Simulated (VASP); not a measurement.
Runs of VASP 6.6.1 on Ga3Mo. The structure is that of space group Pm-3m (No. 221), or close to it. The cells are those of the table. 

```tsv
task	cell	k mesh	cutoff (eV)	gap on the mesh (eV)	pressure (GPa)
single point	a = 4.040 Å, 4 atoms	4 × 4 × 4	520	none	(a)
relaxation of cell and atoms	relaxed from a = 4.040 Å, 4 atoms	4 × 4 × 4	600	none	0.0
single point	a = 3.967 Å, 4 atoms	12 × 12 × 12	520	none	0.4
single point	a = 3.970 Å, 4 atoms	4 × 4 × 4	520	none	0.3
```

Alike in all rows: level PBE; potentials or basis VASP PAW PBE potentials, release 64 (Ga_d, Mo_sv); no spin polarisation; smearing gaussian 0.1 eV.

Task: Fill in the values left out.

Result: (a) -5.5.

Caveats: some runs use coarse meshes.

A k mesh can miss the band edges, and the runs leave out spin-orbit coupling on Ga, Mo.

A gap of «none» marks levels without a gap at the run's occupations.
